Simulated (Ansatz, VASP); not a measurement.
# One calculation of B2P, two programs

```xyz
6
Lattice="0.2172 0.1801 3.1536 4.0420 -0.5283 0.2830 -0.6531 4.7760 0.2917" Properties=species:S:1:pos:R:3 pbc="T T T"
B    -0.2563    1.3901   -0.4483
B     2.7111    2.2518    0.6418
B     3.0848    0.7043    1.5472
B     1.1086    4.3883    1.9590
P     4.5442   -0.9208    0.4349
P     1.6480    2.5474    2.3157
```

Change from the starting cell: marcasite type (Pnnm, No. 58); cell x1, atoms moved at random (sigma 0.1 Å) and cell strained at random (1.5 %), then relaxed without symmetry.

Alike in both runs: functional PBE; k mesh 8 × 6 × 6; occupations gaussian, width 0.1 eV; no spin polarisation.

Ansatz relaxed the structure, and its values are those at the end. VASP's run is a single point on that final structure, the one shown.

```csv
,VASP,Ansatz
version,VASP 6.6.1,Ansatz 0.2.0
potentials or method,"VASP PAW PBE potentials, release 64 (B, P), cutoff 520 eV","scalar-relativistic, plane waves, PAW"
valence electrons in the cell,22,22
```

|  | VASP | Ansatz | Ansatz less VASP |
| --- | --- | --- | --- |
| gap on the k mesh at the Fermi level (eV) | none | none | - |
| pressure (GPa) | -0.2 | 0.0 | +0.18 |
| rms of the force components (eV/Å) | 0.006 | 0.004 | -0.0022 |

A gap of «none» marks a metal or a gap that the smearing closes.
